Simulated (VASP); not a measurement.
Pt12C, 13 atoms in the cell. The cell holds a slab with vacuum, 13 atoms: a = 5.614 Å, b = 5.614 Å, c = 19.351 Å, α = 90.00°, β = 90.00°, γ = 90.00°. 

| Item | Value |
| --- | --- |
| Program | VASP 6.6.1 |
| Task | single point |
| Functional | PBE |
| Potentials or basis | VASP PAW PBE potentials, release 64 (Pt, C) |
| Cutoff | 520 eV |
| k mesh | 5 × 5 × 1 |
| Occupations | gaussian, width 0.1 eV |
| Spin | no spin polarisation |
| Dipole correction | yes |
| Further INCAR settings | ALGO = Normal; EDIFF = 1e-06; NBANDS = 74; NELMDL = -8 |

Potentials or basis: VASP PAW PBE potentials, release 64 (Pt, C).

Command:

```sh
$ cat potpaw_PBE.64/Pt/POTCAR potpaw_PBE.64/C/POTCAR > POTCAR
$ mpirun -np 1 vasp_std > vasp.out
```

Hardware: 1 thread of Oxide Virtual Turin-like Processor (shared host).

Problem. How long does it take, and how much memory?

Solution. It took 8.8 min on 1 thread of Oxide Virtual Turin-like Processor (shared host), peak memory 0.62 GiB. Counts: scf iterations 34, k points 6.
